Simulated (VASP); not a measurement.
Set up this calculation in VASP 6.6.1, as the native input.

```
Task                   : single point
Functional             : PBE
Potentials or basis    : VASP PAW PBE potentials, release 64 (K_sv, Cl)
Cutoff                 : 520 eV
k mesh                 : 8 × 8 × 8
Occupations            : fermi-dirac, width 0.02 eV
Spin                   : no spin polarisation
Dipole correction      : no
Further INCAR settings : ALGO = Normal; EDIFF = 1e-07; NBANDS = 15
```

The structure of KCl lies in POSCAR:

```
KCl
1.0
    3.7711682906     -0.0160274652      0.0000000000
   -0.0160274652      3.7711682906      0.0000000000
    0.0000000000      0.0000000000      3.7711682906
K Cl
1 1
Direct
    0.0000000000      0.0000000000      0.0000000000
    0.5000000000      0.5000000000      0.5000000000
```

This cell differs from its parent crystal: shear xy strain -0.9%.

The input as run:

INCAR

```
PREC = Accurate
ENCUT = 520
EDIFF = 1E-7
ISMEAR = -1
SIGMA = 0.02
LREAL = F
LASPH = T
NELM = 100
ALGO = Normal
ISIF = 2
LWAVE = F
LCHARG = T
GGA = PE
LELF = T
LVHAR = T
NBANDS = 15
```

KPOINTS

```
Automatic mesh
0
Gamma
  8 8 8
```

Potentials or basis: VASP PAW PBE potentials, release 64 (K_sv, Cl).

Command:

```console
$ cat potpaw_PBE.64/K_sv/POTCAR potpaw_PBE.64/Cl/POTCAR > POTCAR
$ mpirun -np 1 vasp_std > vasp.out
```

It gave:

```yaml
Pressure: 1.1 GPa
Band_gap_on_the_k_mesh: 5.03 eV, indirect (least direct gap 5.24 eV)
```

Caveat: the cell differs from its parent crystal (shear xy strain -0.9%).

It took 25 s on 1 thread of Intel(R) Xeon(R) 6975P-C (Granite Rapids) (shared host), peak memory 0.21 GiB.
